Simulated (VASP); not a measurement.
# Se (Cmcm) in VASP: settings compared

Aim: see how the results for Se move with the level of theory and the settings. Levels: PBE, r2SCAN. Tasks: single point.

Everything below comes from runs of VASP 6.6.1. Logs are shortened: lines on timing, memory, paths and dates and some standing lists are left out, and cuts for length are marked.

## (1) The cell of the first run

Symmetry: Cmcm, No. 63, orthorhombic system. Conventional cell: a = 2.789 Å, b = 8.078 Å, c = 4.613 Å, α = 90.00°, β = 90.00°, γ = 90.00°. Within 3.3 Å of Se (site symmetry m2m) lie 4 Se at 2.53 to 2.79 Å.

## (2) Single point, PBE

INCAR

```
SYSTEM = Se
PREC = Accurate ; ENCUT = 520
EDIFF = 1E-6 ; ISMEAR = 0
SIGMA = 0.1 ; LREAL = .False.
LASPH = .True. ; NELM = 80
ALGO = Normal ; ISIF = 2
LWAVE = .False. ; LCHARG = .False.
GGA = PE ; NBANDS = 13
```

KPOINTS

```
regular mesh
0
Gamma
  3 3 2
  0 0 0
```

POSCAR

```
Se
1.0
    1.3942694300     -4.0390027650      0.0000000000
    1.3942694300      4.0390027650      0.0000000000
    0.0000000000      0.0000000000      4.6134314000
Se
2
Direct
    0.9356553200      0.0643446800      0.2500000000
    0.0643446800      0.9356553200      0.7500000000
```

Potentials or basis: VASP PAW PBE potentials, release 64 (Se).

Run with:

```
cat potpaw_PBE.64/Se/POTCAR > POTCAR
mpirun -np 1 vasp_std > vasp.out
```

OUTCAR:

```text
SYSTEM = Se
   PREC = Accurate
   ENCUT = 520
   EDIFF = 1E-6
   ISMEAR = 0
   LREAL = .False.
   LASPH = .True.
   NELM = 80
   ISIF = 2
   GGA = PE

 ion  position               nearest neighbor table
   1  0.936  0.064  0.250-   2 2.53   2 2.53
   2  0.064  0.936  0.750-   1 2.53   1 2.53

  LATTYP: Found a base centered orthorhombic cell.
 ALAT       =     2.7885388600
 B/A-ratio  =     2.8968595869
 C/A-ratio  =     1.6544260746

  Lattice vectors:

 A1 = (   1.3942694300,  -4.0390027650,   0.0000000000)
 A2 = (   1.3942694300,   4.0390027650,   0.0000000000)
 A3 = (   0.0000000000,   0.0000000000,   4.6134314000)

Analysis of symmetry for initial positions (statically):
=====================================================================
 Subroutine PRICEL returns:
 Original cell was already a primitive cell.

 Routine SETGRP: Setting up the symmetry group for a
 base centered orthorhombic supercell.

 Subroutine GETGRP returns: Found  8 space group operations
 (whereof  4 operations were pure point group operations)
 out of a pool of  8 trial point group operations.

The static configuration has the point symmetry C_2h.
 The point group associated with its full space group is D_2h.

Analysis of symmetry for dynamics (positions and initial velocities):
=====================================================================
 Subroutine PRICEL returns:
 Original cell was already a primitive cell.

 Routine SETGRP: Setting up the symmetry group for a
 base centered orthorhombic supercell.

 Subroutine GETGRP returns: Found  8 space group operations
 (whereof  4 operations were pure point group operations)
 out of a pool of  8 trial point group operations.

The dynamic configuration has the point symmetry C_2h.
 The point group associated with its full space group is D_2h.

 Subroutine INISYM returns: Found  8 space group operations
 (whereof  4 operations are pure point group operations),
 and found     1 'primitive' translations

----------------------------------------------------------------------------------------

                                     Primitive cell

  volume of cell :      51.9607

  direct lattice vectors                    reciprocal lattice vectors
     1.394269430 -4.039002765  0.000000000     0.358610746 -0.123792933  0.000000000
     1.394269430  4.039002765  0.000000000     0.358610746  0.123792933  0.000000000
     0.000000000  0.000000000  4.613431400     0.000000000  0.000000000  0.216758398

[... 75 lines left out ...]
   TEBEG  =    0.0;   TEEND  =   0.0 temperature during run
   PSTRESS=    0.0 pullay stress
   NELECT =      12.0000    total number of electrons
   NUPDOWN=      -1.0000    fix difference up-down
   EMIN   =  10.00;   EMAX   =-10.00  energy-range for DOS
   EFERMI =   0.00;   METHOD = LEGACY
   ISMEAR =     0;   SIGMA  =   0.10  broadening in eV -4-tet -1-fermi 0-gaus
   EFERMI_NEDOS =   21; number of points for ismear=-14 and -15
   IALGO  =     38    algorithm
   IMIX   =      4    mixing-type and parameters
     AMIX     =   0.40;   BMIX     =  1.00
     AMIX_MAG =   1.60;   BMIX_MAG =  1.00
  volume/ion in A,a.u.               =      25.98       175.32
  Fermi-wavevector in a.u.,A,eV,Ry     =   1.004408  1.898056 13.726046  1.008836
  Thomas-Fermi vector in A             =   2.137022
   LORBIT       =      0    0 simple, 1 ext, 2 COOP (PROOUT), +10 PAW based schemes
   GGA     = PE    functional components
   LHFCALC =     F    Hartree Fock is set to
   AEXX    =    0.0000 exact exchange contribution
   IVDW    =     0    specifies the selected vdW correction
   LEPSILON=     F    determine dielectric tensor
   LRPA    =     F    only Hartree local field effects (RPA)
 non-spin polarized calculation
 Gauss-broadening in eV      SIGMA  =   0.10
  energy-cutoff  :      520.00
  volume of cell :       51.96
 maximum number of plane-waves:      1411
   NGX = 15   NGY = 15   NGZ = 17

 number of electron      12.0000000 magnetization

 Free energy of the ion-electron system (eV)
  ---------------------------------------------------
  ext. energy  EPLUGINS =         0.00000000
  ---------------------------------------------------
  free energy    TOTEN  =        -7.29409754 eV

  energy without entropy =       -7.28411078  energy(sigma->0) =       -7.28910416

 E-fermi :   3.9411     XC(G=0):  -9.1000

 val. band max:        3.4391025692   @ k =   0.0000   0.0000   0.5000
 cond. band min:       3.9888267008   @ k =  -0.3333   0.3333   0.5000
 fundamental gap:      0.5497241316
 Fermi energy:         3.9411330536

 k-point     1 :       0.0000    0.0000    0.0000
  band No.  band energies     occupation
      1     -12.7373      2.00000
      2      -8.7053      2.00000
      3      -3.4076      2.00000
      4       0.9059      2.00000
      5       1.0109      2.00000
      6       5.2879      0.00000
      7       5.6032      0.00000
      8       7.7032      0.00000
      9       8.7345      0.00000
     10      10.1329      0.00000
     11      12.1591      0.00000
     12      12.2217      0.00000
     13      16.1484      0.00000
[... 98 lines left out ...]
  band No.  band energies     occupation
      1     -11.1425      2.00000
      2     -11.1425      2.00000
      3      -1.7185      2.00000
      4      -1.7185      2.00000
      5       3.9888      0.50000
      6       3.9888      0.50000
      7       6.2623      0.00000
      8       6.2623      0.00000
      9      10.4775      0.00000
     10      10.4775      0.00000
     11      13.5028      0.00000
     12      13.5028      0.00000
     13      14.9380      0.00000

------------------------ aborting loop because EDIFF is reached ----------------------------------------

  FORCE on cell =-STRESS in cart. coord.  units (eV):
  Direction    XX          YY          ZZ          XY          YZ          ZX
  --------------------------------------------------------------------------------------
  -------------------------------------------------------------------------------------
  Total       -3.0534908      2.1183301      1.2225045      0.0000000     -0.0000000      0.0000000
  in kB      -94.1525915     65.3174610     37.6952073      0.0000000     -0.0000000      0.0000000
  external PRESSURE =       2.9533589 kB  Pullay stress =       0.0000000 kB

 VOLUME and BASIS-vectors are now :
 -----------------------------------------------------------------------------
  energy-cutoff  :      520.00
  volume of cell :       51.96
      direct lattice vectors                 reciprocal lattice vectors
     1.394269430 -4.039002765  0.000000000     0.358610746 -0.123792933  0.000000000
     1.394269430  4.039002765  0.000000000     0.358610746  0.123792933  0.000000000
     0.000000000  0.000000000  4.613431400     0.000000000  0.000000000  0.216758398

 POSITION                                       TOTAL-FORCE (eV/Angst)
 -----------------------------------------------------------------------------------
      1.39427     -3.51923      1.15336         0.000000      1.247110     -0.000000
      1.39427      3.51923      3.46007         0.000000     -1.247110      0.000000
 -----------------------------------------------------------------------------------
    total drift:                               -0.000000     -0.000000      0.000000

  FREE ENERGIE OF THE ION-ELECTRON SYSTEM (eV)
  ---------------------------------------------------
  free  energy   TOTEN  =        -7.2940975440 eV

  energy  without entropy=       -7.2841107771  energy(sigma->0) =       -7.28910416
```

OSZICAR:

```text
N       E                     dE             d eps       ncg     rms          rms(c)
DAV:   1     0.448787740941E+02    0.44879E+02   -0.50088E+03   208   0.771E+02
DAV:   2    -0.459524886260E+01   -0.49474E+02   -0.47227E+02   282   0.123E+02
DAV:   3    -0.732003575565E+01   -0.27248E+01   -0.27072E+01   268   0.310E+01
DAV:   4    -0.733875188672E+01   -0.18716E-01   -0.18712E-01   238   0.305E+00
DAV:   5    -0.733884912223E+01   -0.97236E-04   -0.97236E-04   268   0.225E-01    0.547E+00
DAV:   6    -0.730350304449E+01    0.35346E-01   -0.29092E-02   248   0.105E+00    0.335E+00
DAV:   7    -0.729450400648E+01    0.89990E-02   -0.55406E-02   248   0.143E+00    0.211E-01
DAV:   8    -0.729406160310E+01    0.44240E-03   -0.80973E-03   228   0.572E-01    0.105E-01
DAV:   9    -0.729408626742E+01   -0.24664E-04   -0.15308E-04   238   0.889E-02    0.436E-02
DAV:  10    -0.729409756640E+01   -0.11299E-04   -0.29183E-05   263   0.387E-02    0.147E-02
DAV:  11    -0.729409754400E+01    0.22391E-07   -0.48781E-06   258   0.133E-02
   1 F= -.72940975E+01 E0= -.72891042E+01  d E =-.998677E-02
```

Wall time 13 s (1 thread of Intel Xeon Platinum 8375C at 2.90GHz (Ice Lake), shared host); peak memory 0.17 GiB.

Results:

* Free energy: -7.2941 eV
* Pressure: 0.3 GPa
* Largest force: 1.247 eV/Å
* Band gap on the k mesh: zero (band 6 reaches 5.29 eV, above the bottom of band 7 at 2.40 eV)

Forces in eV/Å, atoms in the order of the input:
```
Se   0.000  1.247  0.000
Se   0.000 -1.247  0.000
```

Stress tensor (GPa, compression positive):
```
-9.42  0.00  0.00
 0.00  6.53  0.00
 0.00  0.00  3.77
```

Levels at points of the mesh, in eV from the Fermi level:
```
           k point  band 3  band 4  band 5  band 6  band 7  band 8  band 9  band 10
(0.00, 0.00, 0.00)   -7.35   -3.04   -2.93    1.35    1.66    3.76    4.79     6.19
(0.00, 0.00, 0.50)   -4.46   -4.46   -0.50   -0.50    2.40    2.40    4.16     4.16
```

Caveat: the k points lie up to 0.79 Å⁻¹ apart; forces of over 1 eV/Å act on the atoms, so gaps and moduli don't describe the material at rest.

## (3) Single point, r2SCAN

POSCAR is that of step 2.

INCAR.step1

```
SYSTEM = Se
PREC = Accurate ; ENCUT = 520
ISMEAR = 0 ; SIGMA = 0.1
LREAL = .FALSE. ; LASPH = .TRUE.
NELM = 60 ; NBANDS = 13
GGA = PE ; ALGO = Normal
EDIFF = 1E-4 ; LWAVE = .TRUE.
LCHARG = .FALSE.
```

INCAR.step2

```
SYSTEM = Se
PREC = Accurate ; ENCUT = 520
EDIFF = 1E-6 ; ISMEAR = 0
SIGMA = 0.1 ; LREAL = .FALSE.
LASPH = .TRUE. ; NELM = 60
ALGO = Normal ; ISIF = 2
LWAVE = .FALSE. ; LCHARG = .FALSE.
METAGGA = R2SCAN ; LMIXTAU = .TRUE.
NBANDS = 13 ; ISTART = 1
```

KPOINTS

```
regular mesh
0
G
  3 3 2
  0 0 0
```

Potentials or basis: VASP PAW PBE potentials, release 64 (Se).

Run with:

```
cat potpaw_PBE.64/Se/POTCAR > POTCAR
cp INCAR.step1 INCAR
mpirun -np 1 vasp_std > vasp.out
cp INCAR.step2 INCAR
mpirun -np 1 vasp_std > vasp.out
```

Run time: 47 s. Hardware: 1 thread of Intel Xeon Platinum 8375C at 2.90GHz (Ice Lake), shared host; peak memory 0.19 GiB.

The run converged. Its results:

| Property | Result |
| --- | --- |
| Free energy | -28.8431 eV |
| Pressure | -1.3 GPa |
| Largest force | 1.171 eV/Å |
| Band gap on the k mesh | zero (band 6 reaches 5.18 eV, above the bottom of band 7 at 2.08 eV) |

Forces on the atoms (eV/Å):
```
Se   0.000  1.171  0.000
Se   0.000 -1.171  0.000
```

Stress tensor (GPa, compression positive):
```
-10.86   0.00   0.00
  0.00   5.25   0.00
  0.00   0.00   1.82
```

Levels at points of the mesh, in eV from the Fermi level:
| k point | band 3 | band 4 | band 5 | band 6 | band 7 | band 8 | band 9 | band 10 |
| --- | --- | --- | --- | --- | --- | --- | --- | --- |
| (0.00, 0.00, 0.00) | -7.70 | -3.25 | -3.14 | 1.40 | 1.77 | 3.94 | 5.27 | 6.60 |
| (0.00, 0.00, 0.50) | -4.72 | -4.72 | -0.50 | -0.50 | 2.51 | 2.51 | 4.50 | 4.50 |

Caveat: the k points lie up to 0.79 Å⁻¹ apart; the PAW data sets were made with another functional, which shifts forces and pressure a little.

## (4) Single point, PBE

This run uses another cell than the first one, of 34.29 Å³/atom, 1.320 times its volume.

INCAR

```
SYSTEM = Se
ALGO = Normal
EDIFF = 1E-6
ENCUT = 520
GGA = PE
ISIF = 2
ISMEAR = 0
LASPH = .TRUE.
LCHARG = .FALSE.
LREAL = .FALSE.
LWAVE = .FALSE.
NBANDS = 13
NELM = 80
PREC = Accurate
SIGMA = 0.1
```

KPOINTS

```
k-points
0
G
  4 4 2
  0 0 0
```

POSCAR

```
Se
1.0
    1.5294596211     -4.4306297662      0.0000000000
    1.5294596211      4.4306297662      0.0000000000
    0.0000000000      0.0000000000      5.0607557544
Se
2
Direct
    0.9356553200      0.0643446800      0.2500000000
    0.0643446800      0.9356553200      0.7500000000
```

Potentials or basis: VASP PAW PBE potentials, release 64 (Se).

Run with:

```
cat potpaw_PBE.64/Se/POTCAR > POTCAR
mpirun -np 1 vasp_std > vasp.out
```

OUTCAR:

```text
SYSTEM = Se
   EDIFF = 1E-6
   ENCUT = 520
   GGA = PE
   ISIF = 2
   ISMEAR = 0
   LASPH = .TRUE.
   LREAL = .FALSE.
   NELM = 80
   PREC = Accurate

 ion  position               nearest neighbor table
   1  0.936  0.064  0.250-   2 2.78   2 2.78
   2  0.064  0.936  0.750-   1 2.78   1 2.78

  LATTYP: Found a base centered orthorhombic cell.
 ALAT       =     3.0589192422
 B/A-ratio  =     2.8968595869
 C/A-ratio  =     1.6544260746

  Lattice vectors:

[... 401 lines left out ...]
------------------------ aborting loop because EDIFF is reached ----------------------------------------

  FORCE on cell =-STRESS in cart. coord.  units (eV):
  Direction    XX          YY          ZZ          XY          YZ          ZX
  --------------------------------------------------------------------------------------
  -------------------------------------------------------------------------------------
  Total       -1.4449408     -0.0671387     -7.8291698      0.0000000      0.0000000      0.0000000
  in kB      -33.7529536     -1.5683192   -182.8847297      0.0000000      0.0000000      0.0000000
  external PRESSURE =     -72.7353342 kB  Pullay stress =       0.0000000 kB

 VOLUME and BASIS-vectors are now :
 -----------------------------------------------------------------------------
  energy-cutoff  :      520.00
  volume of cell :       68.59
      direct lattice vectors                 reciprocal lattice vectors
     1.529459621 -4.430629766  0.000000000     0.326912848 -0.112850774  0.000000000
     1.529459621  4.430629766  0.000000000     0.326912848  0.112850774  0.000000000
     0.000000000  0.000000000  5.060755754     0.000000000  0.000000000  0.197598945

 POSITION                                       TOTAL-FORCE (eV/Angst)
 -----------------------------------------------------------------------------------
      1.52946     -3.86045      1.26519         0.000000     -0.241968      0.000000
      1.52946      3.86045      3.79557         0.000000      0.241968      0.000000
 -----------------------------------------------------------------------------------
    total drift:                                0.000000      0.000000     -0.000000

  FREE ENERGIE OF THE ION-ELECTRON SYSTEM (eV)
  ---------------------------------------------------
  free  energy   TOTEN  =        -6.2767916855 eV

  energy  without entropy=       -6.2729004399  energy(sigma->0) =       -6.27484606
```

stdout:

```text
POSCAR found type information on POSCAR Se
 POSCAR found :  1 types and       2 ions
 scaLAPACK will be used
 LDA part: xc-table for (Slater+PW92), standard interpolation
 POSCAR, INCAR and KPOINTS ok, starting setup
 FFT: planning ... GRIDC
 FFT: planning ... GRID_SOFT
 FFT: planning ... GRID
 WAVECAR not read
 entering main loop
```

Run time: 25 s. Hardware: 1 thread of Intel Xeon Platinum 8375C at 2.90GHz (Ice Lake), shared host; peak memory 0.21 GiB.

Results:

| Property | Result |
| --- | --- |
| Free energy | -6.2768 eV |
| Pressure | -7.3 GPa |
| Largest force | 0.242 eV/Å |
| Band gap on the k mesh | zero (band 6 reaches 2.22 eV, above the bottom of band 7 at 0.39 eV) |

Forces on the atoms (eV/Å):
```
Se   0.000 -0.242  0.000
Se   0.000  0.242  0.000
```

Levels at points of the mesh, in eV from the Fermi level:
| k point | band 2 | band 3 | band 4 | band 5 | band 6 | band 7 | band 8 | band 9 | band 10 | band 11 |
| --- | --- | --- | --- | --- | --- | --- | --- | --- | --- | --- |
| (0.00, 0.00, 0.00) | -11.61 | -4.89 | -1.66 | -1.53 | 1.38 | 1.75 | 2.92 | 5.19 | 6.92 | 8.75 |
| (0.50, 0.00, 0.00) | -10.40 | -4.59 | -3.66 | -2.43 | -0.91 | -0.45 | 2.39 | 5.80 | 6.25 | 8.36 |
| (0.50, 0.50, 0.00) | -11.69 | -4.69 | -2.95 | -1.59 | 0.89 | 1.27 | 2.97 | 8.18 | 9.40 | 9.89 |
| (0.00, 0.00, 0.50) | -13.10 | -2.95 | -2.95 | 0.09 | 0.09 | 2.08 | 2.08 | 5.41 | 5.41 | 9.81 |
| (0.50, 0.00, 0.50) | -11.81 | -3.68 | -3.68 | -2.14 | -2.14 | 1.36 | 1.36 | 6.00 | 6.00 | 8.95 |
| (0.50, 0.50, 0.50) | -13.02 | -3.83 | -3.83 | 0.48 | 0.48 | 2.02 | 2.02 | 7.59 | 7.59 | 9.48 |

Caveat: the k points lie up to 0.62 Å⁻¹ apart.

## (5) Single point, PBE

INCAR

```
SYSTEM = Se
PREC = Accurate ; ENCUT = 520
EDIFF = 1E-6 ; ISMEAR = 0
SIGMA = 0.1 ; LREAL = .FALSE.
LASPH = .TRUE. ; NELM = 60
ALGO = Normal ; ISIF = 2
LWAVE = .FALSE. ; LCHARG = .TRUE.
GGA = PE ; LELF = .TRUE.
LVHAR = .TRUE. ; NBANDS = 13
```

KPOINTS

```
Automatic mesh
0
G
  6 6 4
  0 0 0
```

POSCAR

```
Se
1.0
    1.3942694300     -4.0390027650      0.0000000000
    1.3942694300      4.0390027650      0.0000000000
    0.0000000000      0.0000000000      4.6134314000
Se
2
Direct
    0.9356553200      0.0643446800      0.2500000000
    0.0643446800      0.9356553200      0.7500000000
```

Run with:

```
cat potpaw_PBE.64/Se/POTCAR > POTCAR
mpirun -np 1 vasp_std > vasp.out
```

It took 36 s on 1 thread of Intel Xeon Platinum 8375C at 2.90GHz (Ice Lake), shared host; peak memory 0.18 GiB.

The run converged. Its results:

```
Free energy            : -6.6570 eV
Pressure               : 1.6 GPa
Largest force          : 0.307 eV/Å
Band gap on the k mesh : zero (band 6 reaches 5.32 eV, above the bottom of band 7 at 2.22 eV)
```

Forces in eV/Å, atoms in the order of the input:
```
Se   0.000 -0.307  0.000
Se   0.000  0.307  0.000
```

Stress tensor (GPa, compression positive):
```
 5.70  0.00  0.00
 0.00  0.03  0.00
 0.00  0.00 -0.89
```

Levels at points of the mesh, in eV from the Fermi level:
| k point | band 2 | band 3 | band 4 | band 5 | band 6 | band 7 | band 8 | band 9 | band 10 | band 11 |
| --- | --- | --- | --- | --- | --- | --- | --- | --- | --- | --- |
| (0.00, 0.00, 0.00) | -11.94 | -6.51 | -2.31 | -2.12 | 2.06 | 2.42 | 4.43 | 5.52 | 6.91 | 8.95 |
| (0.50, 0.00, 0.00) | -9.73 | -6.59 | -4.63 | -3.57 | -1.14 | -0.34 | 3.29 | 4.99 | 5.83 | 8.28 |
| (0.50, 0.50, 0.00) | -12.15 | -6.21 | -4.21 | -2.09 | 0.74 | 1.87 | 4.53 | 8.47 | 10.87 | 10.90 |
| (0.00, 0.00, 0.50) | -14.46 | -3.71 | -3.71 | 0.27 | 0.27 | 3.10 | 3.10 | 4.95 | 4.95 | 10.59 |
| (0.50, 0.00, 0.50) | -12.18 | -5.36 | -5.36 | -2.52 | -2.52 | 2.40 | 2.40 | 5.35 | 5.35 | 9.30 |
| (0.50, 0.50, 0.50) | -14.27 | -5.24 | -5.24 | 0.99 | 0.99 | 2.99 | 2.99 | 8.04 | 8.04 | 10.22 |

Caveat: the k points lie up to 0.40 Å⁻¹ apart.

## (6) Overview

```tsv
level	cell	k mesh	gap on the mesh (eV)	pressure (GPa)	largest force (eV/Å)
PBE	a = 4.273, b = 4.273, c = 4.613 Å, angles 90.0, 90.0, 141.9°, 2 atoms	3 × 3 × 2	none	0.3	1.25
r2SCAN	a = 4.273, b = 4.273, c = 4.613 Å, angles 90.0, 90.0, 141.9°, 2 atoms	3 × 3 × 2	none	-1.3	1.17
PBE	a = 4.687, b = 4.687, c = 5.061 Å, angles 90.0, 90.0, 141.9°, 2 atoms	4 × 4 × 2	none	-7.3	0.24
PBE	a = 4.273, b = 4.273, c = 4.613 Å, angles 90.0, 90.0, 141.9°, 2 atoms	6 × 6 × 4	none	1.6	0.31
```

Alike in all rows: task single point; potentials or basis VASP PAW PBE potentials, release 64 (Se); no spin polarisation; cutoff (eV) 520; smearing gaussian 0.1 eV.

Caveats: all runs use coarse meshes; forces of over 1 eV/Å act on the atoms, so gaps and moduli don't describe the material at rest (some runs); the PAW data sets were made with another functional, which shifts forces and pressure a little (some runs).

Absolute energies hang on the potentials; compare differences alone.
